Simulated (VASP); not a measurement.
Runs of VASP 6.6.1 on Si. The structure is that of space group Pm-3m (No. 221), or close to it. The cells are those of the table. 

| cell | k mesh | gap on the mesh (eV) | pressure (GPa) |
| --- | --- | --- | --- |
| a = 2.588 Å, 1 atom | 14 × 14 × 14 | none | -6.6 |
| a = 2.489 Å, 1 atom | 14 × 14 × 14 | none | (a) |
| a = 2.556 Å, 1 atom | 14 × 14 × 14 | none | -3.4 |
| a = 2.523 Å, 1 atom | 20 × 20 × 20 | none | (b) |
| a = 2.523 Å, 1 atom | 6 × 6 × 6 | none | -0.2 |

Alike in all rows: task single point; level r2SCAN; potentials or basis VASP PAW PBE potentials, release 64 (Si); no spin polarisation; cutoff (eV) 520; smearing fermi-dirac 0.1 eV.

Task: Estimate the missing entries.

Result: (a) 5.2; (b) 0.0.

Caveats: some runs use coarse meshes; the PAW data sets were made with another functional, which shifts forces and pressure a little.

A gap of «none» marks levels without a gap at the run's occupations.
